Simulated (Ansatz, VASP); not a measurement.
**Two plane-wave programs on TiAl3**

Contents of INCAR:

```
SYSTEM = TiAl3
PREC = Accurate ; ENCUT = 600
EDIFF = 1E-7 ; ISMEAR = 0
SIGMA = 0.1 ; LREAL = .False.
LASPH = .True. ; NELM = 80
ALGO = Fast ; ISIF = 3
LWAVE = .False. ; LCHARG = .False.
IBRION = 2 ; NSW = 100
EDIFFG = -0.002
```

File KPOINTS:

```
Automatic mesh
0
Gamma
  14 14 14
  0 0 0
```

The input POSCAR:

```
TiAl3
1.0
   -1.9111067700      1.9111067700      4.2806687900
    1.9111067700     -1.9111067700      4.2806687900
    1.9111067700      1.9111067700     -4.2806687900
Ti Al
1 3
Direct
    0.0000000000      0.0000000000      0.0000000000
    0.5000000000      0.5000000000      0.0000000000
    0.7500000000      0.2500000000      0.5000000000
    0.2500000000      0.7500000000      0.5000000000
```

Input for Ansatz:

```yaml
crystal:
  lattice:
    - [-1.91110677, 1.91110677, 4.28066879]
    - [1.91110677, -1.91110677, 4.28066879]
    - [1.91110677, 1.91110677, -4.28066879]
  atoms:
    - { symbol: Ti, position: [0.0, 0.0, 0.0] }
    - { symbol: Al, position: [0.5, 0.5, 0.0] }
    - { symbol: Al, position: [0.75, 0.25, 0.5] }
    - { symbol: Al, position: [0.25, 0.75, 0.5] }
basis:
  ecutwfc: 420
kpoints:
  mp_grid: { grid: [14, 14, 14] }
hamiltonian:
  xc: lda
  pseudopotentials: { kind: paw, azcp: { folder: soft_1 } }
scf:
  occupations: { method: gaussian, width: 0.1 }
output:
  forces: true
  stress: true
  eigenvalues: true
relax:
  adjacent_minimum: "off"
  f_tol: 0.002
  max_steps: 80
  cell: { stress_tol: 0.02 }
```

Alike in both runs: task relaxation of cell and atoms; functional LDA; k mesh 14 × 14 × 14; occupations gaussian, width 0.1 eV; no spin polarisation.

|  | VASP | Ansatz |
| --- | --- | --- |
| version | VASP 6.6.1 | Ansatz 0.2.0 |
| potentials or method | VASP PAW LDA potentials, release 64 (Ti_sv, Al), cutoff 600 eV | scalar-relativistic, plane waves, PAW |
| valence electrons in the cell | 21 | 21 |

```tsv
	VASP	Ansatz	Ansatz less VASP
gap on the k mesh at the Fermi level, each at its own relaxed structure (eV)	none	none	-
relaxed volume (Å³/atom)	15.17	15.14	-0.024
relaxed cell length with the largest relative difference (Å)	5.016	5.013	-0.0024
```

Ansatz warns that its potentials were made for another functional, while VASP's fit it. LDA's correlation is that of Perdew and Zunger in VASP and of Perdew and Wang (1992) in Ansatz. A gap of «none» marks a metal or a gap that the smearing closes.
